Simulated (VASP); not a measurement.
A run of VASP 6.6.1:

The input POSCAR:

```
WSe2
1.0
    3.3148411608      0.0000161312     -0.0106014971
   -1.6574066103      2.8707410990      0.0037766661
   -0.0953183903     -0.0158229452     29.5804010659
W Se
3 6
Direct
    0.6655768901      0.3332874761     -0.0000866101
    0.3221216687      0.6644768910      0.7683754676
    0.3456340855      0.6689074739      0.2317089245
    0.3357706406      0.6672379545      0.0560961910
    0.6590003744      0.3317659985      0.8245653758
    0.6825374910      0.3361874593      0.2878607497
    0.3286993808      0.6659989379      0.9437297834
    0.6519298905      0.3305265524      0.7122269843
    0.6753962448      0.3349445896      0.1755231337
```

INCAR.step1

```
SYSTEM = WSe2
  PREC = Accurate
  ENCUT = 520
  ISMEAR = 0
  SIGMA = 0.05
  LREAL = .FALSE.
  LASPH = .TRUE.
  NELM = 60
  NBANDS = 49
  GGA = PE
  ALGO = Normal
  EDIFF = 1E-4
  LWAVE = .TRUE.
  LCHARG = .FALSE.
```

Contents of INCAR.step2:

```
SYSTEM = WSe2
  PREC = Accurate
  ENCUT = 520
  EDIFF = 1E-6
  ISMEAR = 0
  SIGMA = 0.05
  LREAL = .FALSE.
  LASPH = .TRUE.
  NELM = 60
  ALGO = Normal
  ISIF = 2
  LWAVE = .FALSE.
  LCHARG = .TRUE.
  METAGGA = R2SCAN
  LMIXTAU = .TRUE.
  LELF = .TRUE.
  LVHAR = .TRUE.
  NBANDS = 49
  ISTART = 1
```

Contents of KPOINTS:

```
regular mesh
0
G
  6 6 1
  0 0 0
```

Potentials or basis: VASP PAW PBE potentials, release 64 (W_sv, Se).

The run is started by

```bash
$ cat potpaw_PBE.64/W_sv/POTCAR potpaw_PBE.64/Se/POTCAR > POTCAR
$ cp INCAR.step1 INCAR
$ mpirun -np 1 vasp_std > vasp.out
$ cp INCAR.step2 INCAR
$ mpirun -np 1 vasp_std > vasp.out
```

Hardware: 1 thread of Oxide Virtual Turin-like Processor, with other jobs on the host.

How long does it take, and how much memory?

It took 30 min on 1 thread of Oxide Virtual Turin-like Processor (shared host), peak memory 0.55 GiB. Counts: k points 20.
